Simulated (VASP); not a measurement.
CdTe:

```
CELL_PARAMETERS angstrom
0.00000 3.24464 3.24464
3.24464 0.00000 3.24464
3.24464 3.24464 0.00000
ATOMIC_POSITIONS crystal
Cd 0.00000 0.00000 0.00000
Te 0.25000 0.25000 0.25000
```

Base run:

```yaml
Program: VASP 6.6.1
Functional: PBE
Potentials_or_basis: VASP PAW PBE potentials, release 64 (Cd, Te)
Cutoff: 500 eV
k_mesh: 6 × 6 × 6
Occupations: fermi-dirac, width 0.05 eV
Spin: no spin polarisation
```

Its results: band gap on the k mesh 0.76 eV; pressure 2.5 GPa.

The run is repeated on the same cell with these changes: functional from PBE to LDA; potentials or basis from VASP PAW PBE potentials, release 64 (Cd, Te) to VASP PAW LDA potentials, release 64 (Cd, Te). What comes out?

Band gap on the k mesh 0.54 eV; pressure -1.3 GPa.

Caveats: spin-orbit coupling is left out, which moves the levels of the heavy elements.

